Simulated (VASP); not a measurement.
# Sr2CoHgO6 (I4/m) in VASP: single point with PBE

Aim: the single point of Sr2CoHgO6 with PBE.

Everything below comes from runs of VASP 6.6.1. Logs are shortened: lines on timing, memory, paths and dates and some standing lists are left out, and cuts for length are marked.

### 1 The cell of the first run

The structure is tetragonal, space group I4/m (No. 87). The conventional cell has a = 5.629 Å, b = 5.629 Å, c = 8.078 Å, α = 90.00°, β = 90.00°, γ = 90.00°. Hg (site symmetry 4/m) has 6 O at 1.94 to 1.96 Å within 2.6 Å. O (site symmetry 4) has 1 Hg at 1.96 Å and 1 Co at 2.08 Å within 2.6 Å. O (site symmetry m) has 1 Hg at 1.94 Å and 1 Co at 2.08 Å and 2 Sr at 2.65 Å and 4 O at 2.75 to 2.76 Å within 2.8 Å. Within 3.5 Å of Sr (site symmetry -4) lie 12 O at 2.65 to 3.04 Å and 4 Hg at 3.46 Å and 4 Co at 3.46 Å. Within 2.7 Å of Co (site symmetry 4/m) lie 6 O at 2.08 Å.

### 2 Single point, PBE

INCAR

```
SYSTEM = Sr2CoHgO6
PREC = Accurate
ENCUT = 520
EDIFF = 1E-7
ISMEAR = -1
SIGMA = 0.1
LREAL = .FALSE.
LASPH = .TRUE.
NELM = 100
ALGO = Normal
ISIF = 2
LWAVE = .FALSE.
LCHARG = .FALSE.
GGA = PE
NBANDS = 50
```

KPOINTS

```
Automatic mesh
0
G
  5 5 5
  0 0 0
```

POSCAR

```
Sr2CoHgO6
1.0
    0.0000000000      5.6289700000      0.0000000000
    5.6289700000      0.0000000000      0.0000000000
    2.8144850000      2.8144850000     -4.0388630000
Hg O Sr Co
1 6 2 1
Direct
    0.5000000000      0.5000000000      0.0000000000
    0.2570000000      0.2570000000      0.4860000000
    0.7430000000      0.7430000000      0.5140000000
    0.2238000000      0.2934000000      0.0000000000
    0.2934000000      0.7762000000      0.0000000000
    0.7762000000      0.7066000000      0.0000000000
    0.7066000000      0.2238000000      0.0000000000
    0.7500000000      0.2500000000      0.5000000000
    0.2500000000      0.7500000000      0.5000000000
    0.0000000000      0.0000000000      0.0000000000
```

Potentials or basis: VASP PAW PBE potentials, release 64 (Hg, O, Sr_sv, Co).

On the command line:

```console
> cat potpaw_PBE.64/Hg/POTCAR potpaw_PBE.64/O/POTCAR potpaw_PBE.64/Sr_sv/POTCAR potpaw_PBE.64/Co/POTCAR > POTCAR
> mpirun -np 1 vasp_std > vasp.out
```

OUTCAR:

```text
SYSTEM = Sr2CoHgO6
   PREC = Accurate
   ENCUT = 520
   EDIFF = 1E-7
   ISMEAR = -1
   LREAL = .FALSE.
   LASPH = .TRUE.
   NELM = 100
   ISIF = 2
   GGA = PE

 ion  position               nearest neighbor table
   1  0.500  0.500  0.000-   4 1.94   5 1.94   6 1.94   7 1.94   2 1.96   3 1.96   9 3.46   8 3.46
                             8 3.46   9 3.46   8 3.46   9 3.46   9 3.46   8 3.46
   2  0.257  0.257  0.486-   1 1.96  10 2.08   9 2.82   8 2.82   8 2.82   9 2.82
   3  0.743  0.743  0.514-   1 1.96  10 2.08   9 2.82   8 2.82   9 2.82   8 2.82
   4  0.224  0.293  0.000-   1 1.94  10 2.08   8 2.65   9 2.65   9 3.04   8 3.04
   5  0.293  0.776  0.000-   1 1.94  10 2.08   9 2.65   8 2.65   9 3.04   8 3.04
   6  0.776  0.707  0.000-   1 1.94  10 2.08   9 2.65   8 2.65   8 3.04   9 3.04
   7  0.707  0.224  0.000-   1 1.94  10 2.08   9 2.65   8 2.65   8 3.04   9 3.04
   8  0.750  0.250  0.500-   4 2.65   7 2.65   5 2.65   6 2.65   2 2.82   3 2.82   3 2.82   2 2.82
                             6 3.04   5 3.04   7 3.04   4 3.04   1 3.46   1 3.46  10 3.46   1 3.46
   9  0.250  0.750  0.500-   6 2.65   4 2.65   5 2.65   7 2.65   2 2.82   3 2.82   3 2.82   2 2.82
                             4 3.04   5 3.04   7 3.04   6 3.04   1 3.46   1 3.46   1 3.46  10 3.46
  10  0.000  0.000  0.000-   3 2.08   2 2.08   5 2.08   6 2.08   7 2.08   4 2.08   8 3.46   8 3.46
                             9 3.46   9 3.46   8 3.46   9 3.46   8 3.46   9 3.46

  LATTYP: Found a body centered tetragonal cell.
 ALAT       =     5.6289700000
 C/A-ratio  =     1.4350273674

  Lattice vectors:

 A1 = (  -2.8144850000,   2.8144850000,   4.0388630000)
 A2 = (   2.8144850000,  -2.8144850000,   4.0388630000)
 A3 = (   2.8144850000,   2.8144850000,  -4.0388630000)

Analysis of symmetry for initial positions (statically):
=====================================================================
 Subroutine PRICEL returns:
 Original cell was already a primitive cell.

 Routine SETGRP: Setting up the symmetry group for a
 body centered tetragonal supercell.

 Subroutine GETGRP returns: Found  8 space group operations
 (whereof  8 operations were pure point group operations)
 out of a pool of 16 trial point group operations.

The static configuration has the point symmetry C_4h.

Analysis of symmetry for dynamics (positions and initial velocities):
=====================================================================
 Subroutine PRICEL returns:
 Original cell was already a primitive cell.

 Routine SETGRP: Setting up the symmetry group for a
 body centered tetragonal supercell.

 Subroutine GETGRP returns: Found  8 space group operations
 (whereof  8 operations were pure point group operations)
[... 126 lines left out ...]
   NUPDOWN=      -1.0000    fix difference up-down
   EMIN   =  10.00;   EMAX   =-10.00  energy-range for DOS
   EFERMI =   0.00;   METHOD = LEGACY
   ISMEAR =    -1;   SIGMA  =   0.10  broadening in eV -4-tet -1-fermi 0-gaus
   EFERMI_NEDOS =   21; number of points for ismear=-14 and -15
   IALGO  =     38    algorithm
   IMIX   =      4    mixing-type and parameters
     AMIX     =   0.40;   BMIX     =  1.00
     AMIX_MAG =   1.60;   BMIX_MAG =  1.00
  volume/ion in A,a.u.               =      12.80        86.36
  Fermi-wavevector in a.u.,A,eV,Ry     =   1.382079  2.611750 25.989050  1.910141
  Thomas-Fermi vector in A             =   2.506803
   LORBIT       =      0    0 simple, 1 ext, 2 COOP (PROOUT), +10 PAW based schemes
   GGA     = PE    functional components
   LHFCALC =     F    Hartree Fock is set to
   AEXX    =    0.0000 exact exchange contribution
   IVDW    =     0    specifies the selected vdW correction
   LEPSILON=     F    determine dielectric tensor
   LRPA    =     F    only Hartree local field effects (RPA)
 non-spin polarized calculation
  energy-cutoff  :      520.00
  volume of cell :      127.97
 maximum number of plane-waves:      3479
 NGX is ok and might be reduce to    42
   NGX = 21   NGY = 21   NGZ = 21

 number of electron      76.9999998 magnetization

 Free energy of the ion-electron system (eV)
  ---------------------------------------------------
  ext. energy  EPLUGINS =         0.00000000
  ---------------------------------------------------
  free energy    TOTEN  =       -50.42928756 eV

  energy without entropy =      -50.12702870  energy(sigma->0) =      -50.27815813

 E-fermi :   3.1046     XC(G=0): -10.9903

 val. band max:        3.0612654857   @ k =  -0.4000   0.0000   0.2000
 cond. band min:       3.1097245487   @ k =  -0.2000   0.0000   0.4000
 fundamental gap:      0.0484590630
 Fermi energy:         3.1045765004

 k-point     1 :       0.0000    0.0000    0.0000
  band No.  band energies     occupation
      1     -29.8812      2.00000
      2     -29.8356      2.00000
      3     -15.3420      2.00000
      4     -14.5176      2.00000
      5     -14.2550      2.00000
      6     -14.0105      2.00000
[... 1102 lines left out ...]
     49      11.6537      0.00000
     50      11.7560      0.00000

------------------------ aborting loop because EDIFF is reached ----------------------------------------

  FORCE on cell =-STRESS in cart. coord.  units (eV):
  Direction    XX          YY          ZZ          XY          YZ          ZX
  --------------------------------------------------------------------------------------
  -------------------------------------------------------------------------------------
  Total        7.2680269      7.2680269      7.6695736     -0.0000019     -0.0000000      0.0000000
  in kB       90.9934476     90.9934476     96.0206874     -0.0000241     -0.0000000      0.0000000
  external PRESSURE =      92.6691942 kB  Pullay stress =       0.0000000 kB

 VOLUME and BASIS-vectors are now :
 -----------------------------------------------------------------------------
  energy-cutoff  :      520.00
  volume of cell :      127.97
      direct lattice vectors                 reciprocal lattice vectors
     0.000000000  5.628970000  0.000000000     0.000000000  0.177652395  0.123797217
     5.628970000  0.000000000  0.000000000     0.177652395  0.000000000  0.123797217
     2.814485000  2.814485000 -4.038863000     0.000000000  0.000000000 -0.247594434

 POSITION                                       TOTAL-FORCE (eV/Angst)
 -----------------------------------------------------------------------------------
      2.81448      2.81448      0.00000        -0.000000      0.000000      0.000000
      2.81448      2.81448     -1.96289        -0.000000     -0.000000     -4.291753
      5.62897      5.62897     -2.07598         0.000000      0.000000      4.291753
      1.65154      1.25976      0.00000        -2.760598     -3.548607      0.000000
      4.36921      1.65154      0.00000         3.548607     -2.760598     -0.000000
      3.97743      4.36921      0.00000         2.760598      3.548607     -0.000000
      1.25976      3.97743      0.00000        -3.548607      2.760598      0.000000
      2.81448      5.62897     -2.01943        -0.000000      0.000000      0.000000
      5.62897      2.81448     -2.01943        -0.000000      0.000000     -0.000000
      0.00000      0.00000      0.00000        -0.000000      0.000000      0.000000
 -----------------------------------------------------------------------------------
    total drift:                               -0.000000     -0.000000      0.000000

  FREE ENERGIE OF THE ION-ELECTRON SYSTEM (eV)
  ---------------------------------------------------
  free  energy   TOTEN  =       -50.4292875638 eV

  energy  without entropy=      -50.1270287004  energy(sigma->0) =      -50.27815813
```

OSZICAR:

```text
N       E                     dE             d eps       ncg     rms          rms(c)
DAV:   1     0.762978895872E+03    0.76298E+03   -0.37853E+04  2100   0.157E+03
DAV:   2     0.176009275596E+02   -0.74538E+03   -0.69209E+03  2278   0.419E+02
DAV:   3    -0.654321143427E+02   -0.83033E+02   -0.80821E+02  2520   0.147E+02
DAV:   4    -0.697060408524E+02   -0.42739E+01   -0.42417E+01  3022   0.299E+01
[... 19 lines left out ...]
DAV:  24    -0.504292883623E+02    0.71052E-06   -0.19435E-06  2880   0.747E-03    0.804E-03
DAV:  25    -0.504292878580E+02    0.50429E-06   -0.11036E-06  2816   0.590E-03    0.845E-03
DAV:  26    -0.504292876814E+02    0.17657E-06   -0.26799E-07  1616   0.469E-03    0.759E-03
DAV:  27    -0.504292875748E+02    0.10661E-06   -0.11216E-07  1232   0.261E-03    0.123E-03
DAV:  28    -0.504292875638E+02    0.10976E-07   -0.43733E-08  1200   0.122E-03
   1 F= -.50429288E+02 E0= -.50278158E+02  d E =-.302259E+00
```

stdout:

```text
POSCAR found type information on POSCAR HgO SrCo
 POSCAR found :  4 types and      10 ions
 scaLAPACK will be used
 LDA part: xc-table for (Slater+PW92), standard interpolation
 POSCAR, INCAR and KPOINTS ok, starting setup
 FFT: planning ... GRIDC
 FFT: planning ... GRID_SOFT
 FFT: planning ... GRID
 WAVECAR not read
 entering main loop
```

It took 5.4 min on 1 thread of AMD EPYC 7R13 (Zen 3), shared host; peak memory 0.31 GiB.

Results:

* Free energy: -50.4293 eV
* Pressure: 9.3 GPa
* Largest force: 4.496 eV/Å
* Band gap on the k mesh: zero (an odd number of electrons rules out a gap without spin polarisation)

Forces in eV/Å, atoms in the order of the input:
```
Hg   0.000  0.000  0.000
O    0.000  0.000 -4.292
O    0.000  0.000  4.292
O   -2.761 -3.549  0.000
O    3.549 -2.761  0.000
O    2.761  3.549  0.000
O   -3.549  2.761  0.000
Sr   0.000  0.000  0.000
Sr   0.000  0.000  0.000
Co   0.000  0.000  0.000
```

Stress tensor (GPa, compression positive):
```
9.10 0.00 0.00
0.00 9.10 0.00
0.00 0.00 9.60
```

Caveat: the cell stands under pressure; spin-orbit coupling is left out, which moves the levels of the heavy elements; an odd number of electrons without spin polarisation forces a metal; a magnetic or distorted state may lie lower; the run has no spin polarisation, though such a crystal can be magnetic; semilocal functionals often make such compounds metallic where correlation or magnetic order opens a gap, which also shifts bond lengths. Spin polarisation is off, so any magnetic state and its effect on volume and gap are missing.

The gap in the log of VASP goes by the Fermi energy; the results here count the filled bands.